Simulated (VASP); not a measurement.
# As (R-3m) in VASP: notebook

Runs on As. Level: PBE. Tasks: single point.

Program: VASP 6.6.1. These are calculated values, not measurements. Logs are shortened: lines on timing, memory, paths and dates and some standing lists are left out, and cuts for length are marked.

### Step 1. The cell of the first run

The structure is trigonal, space group R-3m (No. 166). The conventional cell has a = 3.759 Å, b = 3.759 Å, c = 10.457 Å, α = 90.00°, β = 90.00°, γ = 120.00°. Within 3.3 Å of As (site symmetry 3m) lie 6 As at 2.52 to 3.10 Å.

### Step 2. Single point, PBE

INCAR

```
SYSTEM = As
ALGO = Normal ; EDIFF = 1E-6
ENCUT = 500 ; GGA = PE
GGA_COMPAT = .FALSE. ; ISIF = 2
ISMEAR = 1 ; LASPH = .TRUE.
LCHARG = .TRUE. ; LELF = .TRUE.
LREAL = .FALSE. ; LVHAR = .TRUE.
LWAVE = .FALSE. ; NBANDS = 12
NELM = 120 ; PREC = Accurate
SIGMA = 0.0062
```

KPOINTS

```
k-points
0
G
  6 6 6
  0 0 0
```

POSCAR

```
As
1.0
    1.8797494575      1.0852738553      3.4857700000
   -1.8797494575      1.0852738553      3.4857700000
    0.0000000000     -2.1705477106      3.4857700000
As
2
Direct
    0.2275400000      0.2275400000      0.2275400000
    0.7724600000      0.7724600000      0.7724600000
```

Potentials or basis: VASP PAW PBE potentials, release 64 (As).

On the command line:

```console
> cat potpaw_PBE.64/As/POTCAR > POTCAR
> mpirun -np 1 vasp_std > vasp.out
```

OUTCAR:

```text
SYSTEM = As
   EDIFF = 1E-6
   ENCUT = 500
   GGA = PE
   ISIF = 2
   ISMEAR = 1
   LASPH = .TRUE.
   LREAL = .FALSE.
   NELM = 120
   PREC = Accurate

 ion  position               nearest neighbor table
   1  0.228  0.228  0.228-   2 2.52   2 2.52   2 2.52
   2  0.772  0.772  0.772-   1 2.52   1 2.52   1 2.52

  LATTYP: Found a trigonal (rhomboedric) cell.
 ALAT       =     4.1063207202
 COS(alpha) =     0.5808936906

  Lattice vectors:

 A1 = (   1.8797494575,   1.0852738553,   3.4857700000)
 A2 = (  -1.8797494575,   1.0852738553,   3.4857700000)
 A3 = (   0.0000000000,  -2.1705477106,   3.4857700000)

Analysis of symmetry for initial positions (statically):
=====================================================================
 Subroutine PRICEL returns:
 Original cell was already a primitive cell.

 Routine SETGRP: Setting up the symmetry group for a
 trigonal (rhombohedral) supercell.

 Subroutine GETGRP returns: Found 12 space group operations
 (whereof 12 operations were pure point group operations)
 out of a pool of 12 trial point group operations.

The static configuration has the point symmetry D_3d.

Analysis of symmetry for dynamics (positions and initial velocities):
=====================================================================
 Subroutine PRICEL returns:
 Original cell was already a primitive cell.

 Routine SETGRP: Setting up the symmetry group for a
 trigonal (rhombohedral) supercell.

 Subroutine GETGRP returns: Found 12 space group operations
 (whereof 12 operations were pure point group operations)
 out of a pool of 12 trial point group operations.

The dynamic configuration has the point symmetry D_3d.

 Subroutine INISYM returns: Found 12 space group operations
 (whereof 12 operations are pure point group operations),
 and found     1 'primitive' translations

----------------------------------------------------------------------------------------

                                     Primitive cell

  volume of cell :      42.6667

  direct lattice vectors                    reciprocal lattice vectors
     1.879749457  1.085273855  3.485770000     0.265992895  0.153571070  0.095626887
    -1.879749457  1.085273855  3.485770000    -0.265992895  0.153571070  0.095626887
     0.000000000 -2.170547711  3.485770000     0.000000000 -0.307142139  0.095626887

  length of vectors
     4.106320720  4.106320720  4.106320720     0.321684310  0.321684310  0.321684310

  position of ions in fractional coordinates (direct lattice)
     0.227540000  0.227540000  0.227540000
     0.772460000  0.772460000  0.772460000

  ion indices of the primitive-cell ions
   primitive index   ion index
                 1           1
                 2           2

----------------------------------------------------------------------------------------

 KPOINTS: k-points

Automatic generation of k-mesh.
 Grid dimensions read from file:
 generate k-points for:    6    6    6

 Generating k-lattice:

  Cartesian coordinates                     Fractional coordinates (reciprocal lattice)
     0.044332149  0.025595178  0.015937814     0.166666667 -0.000000000 -0.000000000
    -0.044332149  0.025595178  0.015937814    -0.000000000  0.166666667 -0.000000000
     0.000000000 -0.051190357  0.015937814    -0.000000000 -0.000000000  0.166666667

  Length of vectors
     0.053614052  0.053614052  0.053614052

  Shift w.r.t. Gamma in fractional coordinates (k-lattice)
     0.000000000  0.000000000  0.000000000

 Subroutine IBZKPT returns following result:
 ===========================================

 Found     32 irreducible k-points:

 Following reciprocal coordinates:
            Coordinates               Weight
  0.000000  0.000000  0.000000      1.000000
  0.166667  0.000000  0.000000      6.000000
  0.333333  0.000000  0.000000      6.000000
  0.500000  0.000000  0.000000      3.000000
  0.166667  0.166667  0.000000      6.000000
  0.333333  0.166667  0.000000     12.000000
[... 16 lines left out ...]
  0.500000  0.500000  0.166667      6.000000
 -0.333333  0.500000  0.166667     12.000000
 [... further k-points ...]
   k-points           NKPTS =     32   k-points in BZ     NKDIM =     32   number of bands    NBANDS=     12
   number of dos      NEDOS =    301   number of ions     NIONS =      2
   total plane-waves  NPLWV =  27000
   dimension x,y,z NGX =    30 NGY =   30 NGZ =   30
   dimension x,y,z NGXF=    60 NGYF=   60 NGZF=   60
   ions per type =               2
   NGX,Y,Z   is equivalent  to a cutoff of  12.15, 12.15, 12.15 a.u.
   NGXF,Y,Z  is equivalent  to a cutoff of  24.29, 24.29, 24.29 a.u.
 SYSTEM =  As
   PREC   = accura    normal or accurate (medium, high low for compatibility)
   ISTART =      0    job   : 0-new  1-cont  2-samecut
   ICHARG =      2    charge: 1-file 2-atom 10-const
   ISPIN  =      1    spin polarized calculation?
   LNONCOLLINEAR =      F non collinear calculations
   LSORBIT =      F    spin-orbit coupling
   LASPH  =      T    aspherical Exc in radial PAW
   ENCUT  =  500.0 eV  36.75 Ry    6.06 a.u.   7.49  7.49  7.49*2*pi/ulx,y,z
   NELM   =    120;   NELMIN=  2; NELMDL= -5     # of ELM steps
   EDIFF  = 0.1E-05   stopping-criterion for ELM
   LREAL  =      F    real-space projection
   EDIFFG = 0.1E-04   stopping-criterion for IOM
   NSW    =      0    number of steps for IOM
   IBRION =     -1    ionic relax: 0-MD 1-quasi-New 2-CG
   NFREE  =      0    steps in history (QN), initial steepest desc. (CG)
   ISIF   =      2    stress and relaxation
   ISYM   =      2    0-nonsym 1-usesym 2-fastsym
   POTIM  = 0.5000    time-step for ionic-motion
   TEBEG  =    0.0;   TEEND  =   0.0 temperature during run
   PSTRESS=    0.0 pullay stress
   NELECT =      10.0000    total number of electrons
   NUPDOWN=      -1.0000    fix difference up-down
   EMIN   =  10.00;   EMAX   =-10.00  energy-range for DOS
   EFERMI =   0.00;   METHOD = LEGACY
   ISMEAR =     1;   SIGMA  =   0.01  broadening in eV -4-tet -1-fermi 0-gaus
   EFERMI_NEDOS =   21; number of points for ismear=-14 and -15
   IALGO  =     38    algorithm
   IMIX   =      4    mixing-type and parameters
     AMIX     =   0.40;   BMIX     =  1.00
     AMIX_MAG =   1.60;   BMIX_MAG =  1.00
  volume/ion in A,a.u.               =      21.33       143.96
  Fermi-wavevector in a.u.,A,eV,Ry     =   1.009358  1.907409 13.861654  1.018803
  Thomas-Fermi vector in A             =   2.142281
   LORBIT       =      0    0 simple, 1 ext, 2 COOP (PROOUT), +10 PAW based schemes
   GGA     = PE    functional components
   LHFCALC =     F    Hartree Fock is set to
   AEXX    =    0.0000 exact exchange contribution
   IVDW    =     0    specifies the selected vdW correction
   LEPSILON=     F    determine dielectric tensor
   LRPA    =     F    only Hartree local field effects (RPA)
 non-spin polarized calculation
 Methfessel and Paxton  Order N= 1 SIGMA  =   0.01
  energy-cutoff  :      500.00
  volume of cell :       42.67
 maximum number of plane-waves:      1099
 NGX is ok and might be reduce to    30
   NGX = 15   NGY = 15   NGZ = 15

 number of electron      10.0000000 magnetization

 Free energy of the ion-electron system (eV)
  ---------------------------------------------------
  ext. energy  EPLUGINS =         0.00000000
  ---------------------------------------------------
  free energy    TOTEN  =        -9.35506281 eV

  energy without entropy =       -9.35501423  energy(sigma->0) =       -9.35504662

 E-fermi :   5.5881     XC(G=0): -10.0185

 val. band max:        5.2535949553   @ k =   0.5000   0.0000   0.0000
 cond. band min:       5.5881000095   @ k =   0.3333   0.1667   0.1667
 fundamental gap:      0.3345050541
 Fermi energy:         5.5881000095

 k-point     1 :       0.0000    0.0000    0.0000
  band No.  band energies     occupation
      1      -9.5276      2.00000
      2      -0.2067      2.00000
      3       3.0133      2.00000
      4       3.5475      2.00000
      5       3.5475      2.00000
      6       7.3337      0.00000
      7       8.5247      0.00000
      8       8.5247      0.00000
      9      12.3373      0.00000
     10      12.3373      0.00000
     11      12.7545      0.00000
     12      14.2467      0.00000

 k-point     2 :       0.1667    0.0000    0.0000
  band No.  band energies     occupation
      1      -9.1544      2.00000
      2      -1.4192      2.00000
      3       2.9513      2.00000
      4       3.3133      2.00000
      5       3.6997      2.00000
      6       7.4154      0.00000
      7       8.0021      0.00000
      8       8.1232      0.00000
      9      11.2409      0.00000
     10      11.9464      0.00000
     11      12.4480      0.00000
     12      16.3050      0.00000

 k-point     3 :       0.3333    0.0000    0.0000
  band No.  band energies     occupation
      1      -8.0660      2.00000
      2      -3.7724      2.00000
      3       2.7639      2.00000
      4       2.9405      2.00000
      5       4.4303      2.00000
      6       6.1906      0.00000
      7       6.6986      0.00000
      8       7.2166      0.00000
      9      12.3608      0.00000
     10      13.5022      0.00000
     11      14.5244      0.00000
     12      17.8927      0.00000
[... 286 lines left out ...]
 k-point    23 :       0.5000    0.5000    0.1667
  band No.  band energies     occupation
      1      -7.2555      2.00000
      2      -3.8687      2.00000
      3      -0.5227      2.00000
      4       1.7831      2.00000
      5       2.4062      2.00000
      6       7.8007      0.00000
      7       9.9553      0.00000
      8      11.6851      0.00000
      9      11.9581      0.00000
     10      16.4932      0.00000
     11      17.0214      0.00000
     12      17.3322      0.00000

 k-point    24 :      -0.3333    0.5000    0.1667
  band No.  band energies     occupation
      1      -6.4782      2.00000
      2      -4.6429      2.00000
      3      -0.5761      2.00000
      4       0.4308      2.00000
      5       3.3560      2.00000
      6       7.8271      0.00000
      7       9.4220      0.00000
      8      12.0844      0.00000
      9      12.2471      0.00000
     10      14.2116      0.00000
     11      17.3648      0.00000
     12      18.4545      0.00000

 [... further k-points ...]

------------------------ aborting loop because EDIFF is reached ----------------------------------------

  FORCE on cell =-STRESS in cart. coord.  units (eV):
  Direction    XX          YY          ZZ          XY          YZ          ZX
  --------------------------------------------------------------------------------------
  -------------------------------------------------------------------------------------
  Total        1.1485950      1.1485950      0.7157215      0.0000000     -0.0000000      0.0000000
  in kB       43.1308711     43.1308711     26.8760447      0.0000000     -0.0000000      0.0000000
  external PRESSURE =      37.7125956 kB  Pullay stress =       0.0000000 kB

 VOLUME and BASIS-vectors are now :
 -----------------------------------------------------------------------------
  energy-cutoff  :      500.00
  volume of cell :       42.67
      direct lattice vectors                 reciprocal lattice vectors
     1.879749457  1.085273855  3.485770000     0.265992895  0.153571070  0.095626887
    -1.879749457  1.085273855  3.485770000    -0.265992895  0.153571070  0.095626887
     0.000000000 -2.170547711  3.485770000     0.000000000 -0.307142139  0.095626887

 POSITION                                       TOTAL-FORCE (eV/Angst)
 -----------------------------------------------------------------------------------
      0.00000      0.00000      2.37946         0.000000      0.000000      0.163164
      0.00000      0.00000      8.07785         0.000000      0.000000     -0.163164
 -----------------------------------------------------------------------------------
    total drift:                               -0.000000      0.000000     -0.000000

  FREE ENERGIE OF THE ION-ELECTRON SYSTEM (eV)
  ---------------------------------------------------
  free  energy   TOTEN  =        -9.3550628099 eV

  energy  without entropy=       -9.3550142270  energy(sigma->0) =       -9.35504662
```

Wall time 19 s (1 thread of Intel Xeon Platinum 8375C at 2.90GHz (Ice Lake), shared host); peak memory 0.16 GiB.

Results:

```yaml
Free_energy: -9.3551 eV
Pressure: 3.8 GPa
Largest_force: 0.163 eV/Å
Band_gap_on_the_k_mesh: zero (band 5 reaches 5.59 eV, above the bottom of band 6 at 5.25 eV)
```

Forces on the atoms (eV/Å):
```
As   0.000  0.000  0.163
As   0.000  0.000 -0.163
```

### Step 3. Single point, PBE

INCAR

```
PREC = Accurate
ENCUT = 500
EDIFF = 1E-6
ISMEAR = -1
SIGMA = 0.23
LREAL = F
LASPH = T
NELM = 120
ALGO = Normal
ISIF = 2
LWAVE = F
LCHARG = T
GGA = PE
LELF = T
LVHAR = T
NBANDS = 12
GGA_COMPAT = F
```

KPOINTS

```
regular mesh
0
Gamma
  6 6 6
```

POSCAR is that of step 2.

Potentials or basis: VASP PAW PBE potentials, release 64 (As).

On the command line:

```console
> cat potpaw_PBE.64/As/POTCAR > POTCAR
> mpirun -np 1 vasp_std > vasp.out
```

Wall time 20 s (1 thread of Intel Xeon Platinum 8375C at 2.90GHz (Ice Lake), shared host); peak memory 0.17 GiB.

It converged, with:

| Item | Value |
| --- | --- |
| Free energy | -9.3770 eV |
| Pressure | 3.7 GPa |
| Largest force | 0.229 eV/Å |
| Band gap on the k mesh | zero (band 5 reaches 5.59 eV, above the bottom of band 6 at 5.25 eV) |

Forces in eV/Å, atoms in the order of the input:
```
As   0.000  0.000  0.229
As   0.000  0.000 -0.229
```

Stress tensor (GPa, compression positive):
```
4.10 0.00 0.00
0.00 4.10 0.00
0.00 0.00 2.96
```

Levels at points of the mesh, in eV from the Fermi level:
```
           k point  band 3  band 4  band 5  band 6  band 7  band 8
(0.00, 0.00, 0.00)   -2.55   -2.02   -2.02    1.77    2.96    2.96
(0.50, 0.00, 0.00)   -2.78   -2.75   -0.36   -0.31    0.26    1.25
(0.50, 0.50, 0.00)   -6.09   -4.30   -4.16    1.50    5.50    6.82
(0.50, 0.50, 0.50)   -1.73   -1.73   -0.56    0.69    0.69    1.79
```
